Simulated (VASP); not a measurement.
TaV, 2 atoms in the cell. Symmetry: Pm-3m, No. 221, cubic system. The conventional cell has a = 3.169 Å, b = 3.169 Å, c = 3.169 Å, α = 90.00°, β = 90.00°, γ = 90.00°. Ta (site symmetry m-3m) has 8 V at 2.74 Å and 6 Ta at 3.17 Å within 3.6 Å. V (site symmetry m-3m) has 8 Ta at 2.74 Å and 6 V at 3.17 Å within 3.6 Å. 

| Property | Result |
| --- | --- |
| Program | VASP 6.6.1 |
| Task | single point |
| Functional | PBE |
| Potentials or basis | VASP PAW PBE potentials, release 64 (Ta_pv, V_sv) |
| Cutoff | 520 eV |
| k mesh | 18 × 18 × 18 |
| Occupations | gaussian, width 0.1 eV |
| Spin | collinear spin, ferromagnetic start |
| Starting moments | [0.0, 0.44] μB |
| Dipole correction | no |
| Further INCAR settings | ALGO = Normal; EDIFF = 1e-06; NBANDS = 23 |

Potentials or basis: VASP PAW PBE potentials, release 64 (Ta_pv, V_sv).

The run is started by

```sh
$ cat potpaw_PBE.64/Ta_pv/POTCAR potpaw_PBE.64/V_sv/POTCAR > POTCAR
$ mpirun -np 1 vasp_std > vasp.out
```

Hardware: 1 thread of Intel(R) Xeon(R) Platinum 8559C (Emerald Rapids), with other jobs on the host.

Problem. How long does it take, and how much memory?

Solution. Run time: 80 s on 1 thread of Intel(R) Xeon(R) Platinum 8559C (Emerald Rapids), on a shared host, peak memory 0.34 GiB. Counts: scf iterations 14, k points 220.
